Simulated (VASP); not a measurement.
# MgTeSe3 (R3m) in VASP: further runs

Runs on MgTeSe3. Level: PBE. Tasks: single point, relaxation of cell and atoms.

All numbers are computed with VASP 6.6.1; they aren't measurements. Logs are shortened: lines on timing, memory, paths and dates and some standing lists are left out, and cuts for length are marked.

**1. The cell of the first run**

It takes space group R3m (No. 160, trigonal). The conventional cell has a = 7.149 Å, b = 7.149 Å, c = 8.793 Å, α = 90.00°, β = 90.00°, γ = 120.00°. Mg (site symmetry 3m) has 12 Se at 3.53 to 3.64 Å and 8 Te at 4.31 to 4.48 Å within 4.6 Å. Te (site symmetry 3m) has 6 Se at 2.53 to 2.54 Å within 3.3 Å. Se (site symmetry m) has 2 Te at 2.53 to 2.54 Å within 3.3 Å.

**2. Single point, PBE**

File INCAR:

```
SYSTEM = MgTeSe3
PREC     = Accurate       ! precision mode
ENCUT    = 520            ! plane-wave cutoff, eV
EDIFF    = 1E-6           ! SCF threshold, eV
ISMEAR   = 0              ! smearing method
SIGMA    = 0.1            ! smearing width, eV
LREAL    = .FALSE.        ! projectors in reciprocal space
LASPH    = .TRUE.         ! aspherical terms in the spheres
NELM     = 80             ! most SCF steps
ALGO     = Normal         ! electronic algorithm
ISIF     = 2              ! what is computed and relaxed
LWAVE    = .FALSE.        ! write WAVECAR
LCHARG   = .TRUE.         ! write CHGCAR
GGA      = PE             ! functional
LELF     = .TRUE.         ! ELF
LVHAR    = .TRUE.       
NBANDS   = 21             ! bands
```

File KPOINTS:

```
Automatic mesh
0
G
  3 3 3
  0 0 0
```

File POSCAR:

```
MgTeSe3
1.0
    3.5745210600      2.0637507000      2.9310799100
   -3.5745210600      2.0637507000      2.9310799100
    0.0000000000     -4.1275014000      2.9310799100
Mg Te Se
1 1 3
Direct
    0.0088520000      0.0088520000      0.0088520000
    0.5182390200      0.5182390200      0.5182390200
    0.5167999900      0.5167999900      0.0173090000
    0.5167999900      0.0173090000      0.5167999900
    0.0173090000      0.5167999900      0.5167999900
```

Potentials or basis: VASP PAW PBE potentials, release 64 (Mg, Te, Se).

On the command line:

```bash
cat potpaw_PBE.64/Mg/POTCAR potpaw_PBE.64/Te/POTCAR potpaw_PBE.64/Se/POTCAR > POTCAR
mpirun -np 1 vasp_std > vasp.out
```

OUTCAR:

```text
SYSTEM = MgTeSe3
   PREC = Accurate
   ENCUT = 520
   EDIFF = 1E-6
   ISMEAR = 0
   LREAL = .FALSE.
   LASPH = .TRUE.
   NELM = 80
   ISIF = 2
   GGA = PE

 ion  position               nearest neighbor table
   1  0.009  0.009  0.009-
   2  0.518  0.518  0.518-   4 2.53   5 2.53   3 2.53   4 2.54   5 2.54   3 2.54
   3  0.517  0.517  0.017-   2 2.53   2 2.54
   4  0.517  0.017  0.517-   2 2.53   2 2.54
   5  0.017  0.517  0.517-   2 2.53   2 2.54

  LATTYP: Found a trigonal (rhomboedric) cell.
 ALAT       =     5.0623608372
 COS(alpha) =     0.0028522307

  Lattice vectors:

 A1 = (   3.5745210600,   2.0637507000,   2.9310799100)
 A2 = (  -3.5745210600,   2.0637507000,   2.9310799100)
 A3 = (   0.0000000000,  -4.1275014000,   2.9310799100)

Analysis of symmetry for initial positions (statically):
=====================================================================
 Subroutine PRICEL returns:
 Original cell was already a primitive cell.

 Routine SETGRP: Setting up the symmetry group for a
 trigonal (rhombohedral) supercell.

 Subroutine GETGRP returns: Found  6 space group operations
 (whereof  6 operations were pure point group operations)
 out of a pool of 12 trial point group operations.

The static configuration has the point symmetry C_3v.

Analysis of symmetry for dynamics (positions and initial velocities):
=====================================================================
 Subroutine PRICEL returns:
 Original cell was already a primitive cell.

 Routine SETGRP: Setting up the symmetry group for a
 trigonal (rhombohedral) supercell.

 Subroutine GETGRP returns: Found  6 space group operations
 (whereof  6 operations were pure point group operations)
 out of a pool of 12 trial point group operations.

The dynamic configuration has the point symmetry C_3v.

 Subroutine INISYM returns: Found  6 space group operations
 (whereof  6 operations are pure point group operations),
 and found     1 'primitive' translations

----------------------------------------------------------------------------------------

                                     Primitive cell

  volume of cell :     129.7341

  direct lattice vectors                    reciprocal lattice vectors
     3.574521060  2.063750700  2.931079910     0.139878879  0.080759108  0.113723728
    -3.574521060  2.063750700  2.931079910    -0.139878879  0.080759108  0.113723728
     0.000000000 -4.127501400  2.931079910     0.000000000 -0.161518217  0.113723728

  length of vectors
     5.062360833  5.062360833  5.062360837     0.197537897  0.197537897  0.197537897

  position of ions in fractional coordinates (direct lattice)
     0.008852000  0.008852000  0.008852000
     0.518239020  0.518239020  0.518239020
     0.516799990  0.516799990  0.017309000
     0.516799990  0.017309000  0.516799990
     0.017309000  0.516799990  0.516799990

  ion indices of the primitive-cell ions
   primitive index   ion index
                 1           1
                 2           2
                 3           3
                 4           4
                 5           5

----------------------------------------------------------------------------------------

 KPOINTS: Automatic mesh

Automatic generation of k-mesh.
 Grid dimensions read from file:
 generate k-points for:    3    3    3

 Generating k-lattice:

  Cartesian coordinates                     Fractional coordinates (reciprocal lattice)
     0.046626293  0.026919703  0.037907909     0.333333333 -0.000000000  0.000000000
    -0.046626293  0.026919703  0.037907909    -0.000000000  0.333333333  0.000000000
     0.000000000 -0.053839406  0.037907909     0.000000000  0.000000000  0.333333333

  Length of vectors
     0.065845966  0.065845966  0.065845966

  Shift w.r.t. Gamma in fractional coordinates (k-lattice)
     0.000000000  0.000000000  0.000000000

 Subroutine IBZKPT returns following result:
 ===========================================

 Found      6 irreducible k-points:

 Following reciprocal coordinates:
            Coordinates               Weight
  0.000000  0.000000  0.000000      1.000000
  0.333333  0.000000 -0.000000      6.000000
  0.333333  0.333333 -0.000000      6.000000
 -0.333333  0.333333  0.000000      6.000000
  0.333333  0.333333  0.333333      2.000000
 -0.333333  0.333333  0.333333      6.000000
   k-points           NKPTS =      6   k-points in BZ     NKDIM =      6   number of bands    NBANDS=     21
   number of dos      NEDOS =    301   number of ions     NIONS =      5
   total plane-waves  NPLWV =  64000
   dimension x,y,z NGX =    40 NGY =   40 NGZ =   40
   dimension x,y,z NGXF=    80 NGYF=   80 NGZF=   80
   ions per type =               1   1   3
   NGX,Y,Z   is equivalent  to a cutoff of  13.14, 13.14, 13.14 a.u.
   NGXF,Y,Z  is equivalent  to a cutoff of  26.27, 26.27, 26.27 a.u.
 SYSTEM =  MgTeSe3
   PREC   = accura    normal or accurate (medium, high low for compatibility)
   ISTART =      0    job   : 0-new  1-cont  2-samecut
   ICHARG =      2    charge: 1-file 2-atom 10-const
   ISPIN  =      1    spin polarized calculation?
   LNONCOLLINEAR =      F non collinear calculations
   LSORBIT =      F    spin-orbit coupling
   LASPH  =      T    aspherical Exc in radial PAW
   ENCUT  =  520.0 eV  38.22 Ry    6.18 a.u.   9.41  9.41  9.41*2*pi/ulx,y,z
   NELM   =     80;   NELMIN=  2; NELMDL= -5     # of ELM steps
   EDIFF  = 0.1E-05   stopping-criterion for ELM
   LREAL  =      F    real-space projection
[... 7 lines left out ...]
   TEBEG  =    0.0;   TEEND  =   0.0 temperature during run
   PSTRESS=    0.0 pullay stress
   NELECT =      26.0000    total number of electrons
   NUPDOWN=      -1.0000    fix difference up-down
   EMIN   =  10.00;   EMAX   =-10.00  energy-range for DOS
   EFERMI =   0.00;   METHOD = LEGACY
   ISMEAR =     0;   SIGMA  =   0.10  broadening in eV -4-tet -1-fermi 0-gaus
   EFERMI_NEDOS =   21; number of points for ismear=-14 and -15
   IALGO  =     38    algorithm
   IMIX   =      4    mixing-type and parameters
     AMIX     =   0.40;   BMIX     =  1.00
     AMIX_MAG =   1.60;   BMIX_MAG =  1.00
  volume/ion in A,a.u.               =      25.95       175.10
  Fermi-wavevector in a.u.,A,eV,Ry     =   0.958035  1.810423 12.487844  0.917831
  Thomas-Fermi vector in A             =   2.087106
   LORBIT       =      0    0 simple, 1 ext, 2 COOP (PROOUT), +10 PAW based schemes
   GGA     = PE    functional components
   LHFCALC =     F    Hartree Fock is set to
   AEXX    =    0.0000 exact exchange contribution
   IVDW    =     0    specifies the selected vdW correction
   LEPSILON=     F    determine dielectric tensor
   LRPA    =     F    only Hartree local field effects (RPA)
 non-spin polarized calculation
 Gauss-broadening in eV      SIGMA  =   0.10
  energy-cutoff  :      520.00
  volume of cell :      129.73
 maximum number of plane-waves:      3499
 NGX is ok and might be reduce to    40
   NGX = 19   NGY = 19   NGZ = 19

 number of electron      26.0000000 magnetization

 Free energy of the ion-electron system (eV)
  ---------------------------------------------------
  ext. energy  EPLUGINS =         0.00000000
  ---------------------------------------------------
  free energy    TOTEN  =       -13.84163127 eV

  energy without entropy =      -13.83220246  energy(sigma->0) =      -13.83691687

 E-fermi :   4.0650     XC(G=0):  -9.0698

 val. band max:        3.9891823879   @ k =   0.3333   0.3333   0.3333
 cond. band min:       4.2396141377   @ k =   0.3333   0.3333   0.3333
 fundamental gap:      0.2504317498
 Fermi energy:         4.0650231024

 k-point     1 :       0.0000    0.0000    0.0000
  band No.  band energies     occupation
      1     -11.9858      2.00000
      2      -7.9839      2.00000
      3      -7.9839      2.00000
      4      -4.0602      2.00000
      5      -3.2288      2.00000
      6      -3.2130      2.00000
[... 13 lines left out ...]
     20       9.8785      0.00000
     21       9.9014      0.00000

 k-point     2 :       0.3333    0.0000   -0.0000
  band No.  band energies     occupation
      1     -11.6697      2.00000
      2      -8.8161      2.00000
      3      -7.9669      2.00000
      4      -5.1746      2.00000
      5      -3.0868      2.00000
      6      -3.0751      2.00000
[... 13 lines left out ...]
     20      10.5743      0.00000
     21      10.5824      0.00000

 k-point     3 :       0.3333    0.3333   -0.0000
  band No.  band energies     occupation
      1     -11.3078      2.00000
      2      -8.8514      2.00000
      3      -8.6434      2.00000
      4      -6.2027      2.00000
      5      -2.9445      2.00000
      6      -0.3424      2.00000
[... 13 lines left out ...]
     20      10.0088      0.00000
     21      10.4162      0.00000

 k-point     4 :      -0.3333    0.3333    0.0000
  band No.  band energies     occupation
      1     -11.3069      2.00000
      2      -8.8611      2.00000
      3      -8.6360      2.00000
      4      -6.2009      2.00000
      5      -2.9444      2.00000
      6      -0.3406      2.00000
[... 13 lines left out ...]
     20      10.0115      0.00000
     21      10.4064      0.00000

 k-point     5 :       0.3333    0.3333    0.3333
  band No.  band energies     occupation
      1     -10.8795      2.00000
      2      -8.8213      2.00000
      3      -8.8213      2.00000
      4      -7.7350      2.00000
      5      -0.1858      2.00000
      6      -0.1858      2.00000
[... 13 lines left out ...]
     20       9.3529      0.00000
     21      11.0058      0.00000

 k-point     6 :      -0.3333    0.3333    0.3333
  band No.  band energies     occupation
      1     -10.8767      2.00000
      2      -8.8343      2.00000
      3      -8.8215      2.00000
      4      -7.7240      2.00000
      5      -0.1832      2.00000
      6      -0.1800      2.00000
[... 13 lines left out ...]
     20       9.3375      0.00000
     21      11.0107      0.00000

------------------------ aborting loop because EDIFF is reached ----------------------------------------

  FORCE on cell =-STRESS in cart. coord.  units (eV):
  Direction    XX          YY          ZZ          XY          YZ          ZX
  --------------------------------------------------------------------------------------
  -------------------------------------------------------------------------------------
  Total        6.8990998      6.8990998      6.8337512      0.0000000      0.0000000      0.0000000
  in kB       85.2018467     85.2018470     84.3948103      0.0000000      0.0000000      0.0000000
  external PRESSURE =      84.9328347 kB  Pullay stress =       0.0000000 kB

 VOLUME and BASIS-vectors are now :
 -----------------------------------------------------------------------------
  energy-cutoff  :      520.00
  volume of cell :      129.73
      direct lattice vectors                 reciprocal lattice vectors
     3.574521060  2.063750700  2.931079910     0.139878879  0.080759108  0.113723728
    -3.574521060  2.063750700  2.931079910    -0.139878879  0.080759108  0.113723728
     0.000000000 -4.127501400  2.931079910     0.000000000 -0.161518217  0.113723728

 POSITION                                       TOTAL-FORCE (eV/Angst)
 -----------------------------------------------------------------------------------
      0.00000      0.00000      0.07784         0.000000      0.000000     -0.137855
      0.00000      0.00000      4.55700         0.000000      0.000000     -0.051362
      0.00000      2.06165      3.08030         0.000000     -0.012963      0.063072
      1.78544     -1.03082      3.08030        -0.011227      0.006482      0.063072
     -1.78544     -1.03082      3.08030         0.011227      0.006482      0.063072
 -----------------------------------------------------------------------------------
    total drift:                                0.000000      0.000001      0.000082

  FREE ENERGIE OF THE ION-ELECTRON SYSTEM (eV)
  ---------------------------------------------------
  free  energy   TOTEN  =       -13.8416312736 eV

  energy  without entropy=      -13.8322024600  energy(sigma->0) =      -13.83691687
```

It took 24 s on 1 thread of Intel Xeon Platinum 8488C (Sapphire Rapids), shared host; peak memory 0.24 GiB.

Results:

| Quantity | Value |
| --- | --- |
| Free energy | -13.8416 eV |
| Pressure | 8.5 GPa |
| Largest force | 0.138 eV/Å |
| Band gap on the k mesh | zero (band 13 reaches 3.99 eV, above the bottom of band 14 at 3.42 eV) |

Forces in eV/Å, atoms in the order of the input:
```
Mg   0.000  0.000 -0.138
Te   0.000  0.000 -0.051
Se   0.000 -0.013  0.063
Se  -0.011  0.006  0.063
Se   0.011  0.006  0.063
```

Caveat: the k points lie up to 0.41 Å⁻¹ apart; spin-orbit coupling is left out, which moves the levels of the heavy elements.

**3. Relaxation of cell and atoms, PBE**

File INCAR:

```
SYSTEM = MgTeSe3
PREC = Accurate ; ENCUT = 600
EDIFF = 1E-6 ; ISMEAR = 0
SIGMA = 0.1 ; LREAL = .FALSE.
LASPH = .TRUE. ; NELM = 80
ALGO = Normal ; ISIF = 3
LWAVE = .FALSE. ; LCHARG = .FALSE.
GGA = PE ; IBRION = 2
NSW = 90 ; EDIFFG = -0.04
```

File KPOINTS:

```
regular mesh
0
G
  3 3 3
  0 0 0
```

POSCAR is that of step 2.

Potentials or basis: VASP PAW PBE potentials, release 64 (Mg, Te, Se).

On the command line:

```bash
cat potpaw_PBE.64/Mg/POTCAR potpaw_PBE.64/Te/POTCAR potpaw_PBE.64/Se/POTCAR > POTCAR
mpirun -np 1 vasp_std > vasp.out
```

OUTCAR:

```text
SYSTEM = MgTeSe3
   PREC = Accurate
   ENCUT = 600
   EDIFF = 1E-6
   ISMEAR = 0
   LREAL = .FALSE.
   LASPH = .TRUE.
   NELM = 80
   ISIF = 3
   GGA = PE
   IBRION = 2
   NSW = 90
   EDIFFG = -0.04

 ion  position               nearest neighbor table
   1  0.009  0.009  0.009-
   2  0.518  0.518  0.518-   4 2.53   5 2.53   3 2.53   4 2.54   5 2.54   3 2.54
   3  0.517  0.517  0.017-   2 2.53   2 2.54
   4  0.517  0.017  0.517-   2 2.53   2 2.54
   5  0.017  0.517  0.517-   2 2.53   2 2.54

  LATTYP: Found a trigonal (rhomboedric) cell.
 ALAT       =     5.0623608372
 COS(alpha) =     0.0028522307

  Lattice vectors:

 A1 = (   3.5745210600,   2.0637507000,   2.9310799100)
 A2 = (  -3.5745210600,   2.0637507000,   2.9310799100)
 A3 = (   0.0000000000,  -4.1275014000,   2.9310799100)

Analysis of symmetry for initial positions (statically):
[... 273 lines left out ...]

  energy  without entropy=      -14.2597145902  energy(sigma->0) =      -14.26599509

[... ionic steps 4 to 38 ...]

--------------------------------------- Ionic step       39  -------------------------------------------

 number of electron      25.9999999 magnetization

------------------------ aborting loop because EDIFF is reached ----------------------------------------
[... 73 lines left out ...]
--------------------------------------- Ionic step       41  -------------------------------------------

 number of electron      26.0000003 magnetization

 Free energy of the ion-electron system (eV)
  ---------------------------------------------------
  ext. energy  EPLUGINS =         0.00000000
  ---------------------------------------------------
  free energy    TOTEN  =       -16.10387724 eV

  energy without entropy =      -16.10387724  energy(sigma->0) =      -16.10387724

 E-fermi :   1.9343     XC(G=0):  -7.4725

 val. band max:        1.4429167325   @ k =   0.3333   0.3333   0.3333
 cond. band min:       2.4117989694   @ k =   0.3333   0.3333   0.3333
 fundamental gap:      0.9688822370
 Fermi energy:         1.9342799612

 k-point     1 :       0.0000    0.0000    0.0000
  band No.  band energies     occupation
      1     -12.9554      2.00000
      2     -10.5120      2.00000
      3     -10.5120      2.00000
      4      -8.0984      2.00000
      5      -4.1909      2.00000
      6      -3.8224      2.00000
[... 141 lines left out ...]
  FREE ENERGIE OF THE ION-ELECTRON SYSTEM (eV)
  ---------------------------------------------------
  free  energy   TOTEN  =       -16.1038772403 eV

  energy  without entropy=      -16.1038772403  energy(sigma->0) =      -16.10387724

 reached required accuracy - stopping structural energy minimisation
```

Run time: 7 min. Hardware: 1 thread of Intel Xeon Platinum 8488C (Sapphire Rapids), shared host; peak memory 0.26 GiB.

Results:

```
Free energy                            : -16.1039 eV
Relaxed volume                         : 35.31 Å³/atom
Relaxed cell                           : a = 5.636 Å, b = 5.636 Å, c = 5.636 Å, α = 84.35°, β = 84.35°, γ = 84.35°
Space group after relaxing (to 0.05 Å) : R3m (No. 160)
Energy gained by relaxing              : 452.4 meV/atom
Ionic steps                            : 41
Pressure after relaxing                : 0.0 GPa
Largest force after relaxing           : 0.033 eV/Å
Band gap on the k mesh                 : 0.97 eV, direct
```

Forces in eV/Å, atoms in the order of the input:
```
Mg   0.000  0.000 -0.033
Te   0.000  0.000  0.031
Se   0.000 -0.003  0.001
Se  -0.002  0.001  0.001
Se   0.002  0.001  0.001
```

Step by step:
| step | energy change (eV) | largest force (eV/Å) | pressure (GPa) | volume (Å³) |
| --- | --- | --- | --- | --- |
| 1 | 0.0000 | 0.1378 | 8.49 | 129.73 |
| 3 | -0.4304 | 0.1637 | 0.02 | 148.01 |
| 5 | -0.4323 | 0.1876 | -0.10 | 148.41 |
| 7 | -0.4625 | 0.3993 | -0.12 | 148.52 |
| 9 | -0.7820 | 1.1084 | 0.06 | 148.93 |
| 11 | 0.6351 | 5.9281 | 13.20 | 150.25 |
| 13 | -1.5764 | 0.8784 | 4.16 | 149.81 |
| 15 | -1.6241 | 0.6432 | 3.07 | 149.71 |
| 17 | -1.6251 | 0.6484 | 3.12 | 149.75 |
| 19 | -1.6277 | 0.6775 | 3.25 | 149.92 |
| 21 | -1.6339 | 0.6726 | 3.19 | 150.12 |
| 23 | -1.6609 | 0.6516 | 2.90 | 151.00 |
| 25 | -1.7530 | 0.5785 | 1.84 | 154.53 |
| 27 | -1.9173 | 0.4218 | -1.25 | 169.14 |
| 29 | -2.0818 | 0.3140 | -0.33 | 167.75 |
| 31 | -2.1628 | 0.6973 | 1.33 | 165.74 |
| 33 | -2.2301 | 0.3486 | -0.10 | 174.17 |
| 35 | -2.2368 | 0.2695 | -0.05 | 173.87 |
| 37 | -2.2481 | 0.2257 | -0.21 | 175.42 |
| 39 | -2.2565 | 0.1360 | 0.33 | 174.43 |
| 41 | -2.2620 | 0.0331 | -0.02 | 176.54 |

Final structure:
```cif
data_structure
_symmetry_space_group_name_H-M 'P 1'
_symmetry_Int_Tables_number 1
_cell_length_a 5.6356
_cell_length_b 5.6356
_cell_length_c 5.6356
_cell_angle_alpha 84.352
_cell_angle_beta 84.352
_cell_angle_gamma 84.352
_cell_volume 176.54
loop_
_atom_site_label
_atom_site_type_symbol
_atom_site_fract_x
_atom_site_fract_y
_atom_site_fract_z
_atom_site_occupancy
Mg1 Mg 0.86636 0.86636 0.86636 1
Te1 Te 0.51689 0.51689 0.51689 1
Se1 Se 0.56846 0.56846 0.05782 1
Se2 Se 0.56846 0.05782 0.56846 1
Se3 Se 0.05782 0.56846 0.56846 1
```

Levels at points of the mesh, in eV from the valence-band top:
```tsv
k point	band 10	band 11	band 12	band 13	band 14	band 15	band 16	band 17
(0.00, 0.00, 0.00)	-1.67	-0.94	-0.94	-0.37	1.28	2.05	3.62	3.62
```

Caveat: the volume moved by over 15 % at a fixed basis, so the end points are rough; spin-orbit coupling is left out, which moves the levels of the heavy elements.
